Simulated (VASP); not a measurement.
Here is a VASP 6.6.1 calculation.

Contents of INCAR:

```
PREC = Accurate
ENCUT = 520
EDIFF = 1E-7
ISMEAR = 0
SIGMA = 0.1
LREAL = False
LASPH = True
NELM = 60
ALGO = Normal
ISIF = 2
LWAVE = False
LCHARG = True
GGA = PE
LELF = True
LVHAR = True
NBANDS = 22
```

The input KPOINTS:

```
regular mesh
0
Gamma
  6 6 6
```

File POSCAR:

```
MgGe2
1.0
    1.9911346290      1.1495821141      4.7082026746
   -1.9911346290      1.1495821141      4.7082026746
    0.0000000000     -2.2991642281      4.7082026746
Mg Ge
1 2
Direct
    0.0000000000      0.0000000000      0.0000000000
    0.7917993236      0.7917993236      0.7917993236
    0.2082006764      0.2082006764      0.2082006764
```

Potentials or basis: VASP PAW PBE potentials, release 64 (Mg, Ge_d).

Launch:

```bash
$ cat potpaw_PBE.64/Mg/POTCAR potpaw_PBE.64/Ge_d/POTCAR > POTCAR
$ mpirun -np 1 vasp_std > vasp.out
```

Q: What does it give for the band gap on the k mesh?

A: Zero (bands 15 and 16 overlap by 0.99 eV).

Q: Estimate the pressure.

A: 0.1 GPa.

Q: Predict the largest force.

A: 0.059 eV/Å.

Stress tensor (GPa, compression positive):
```
0.14 0.00 0.00
0.00 0.14 0.00
0.00 0.00 0.04
```
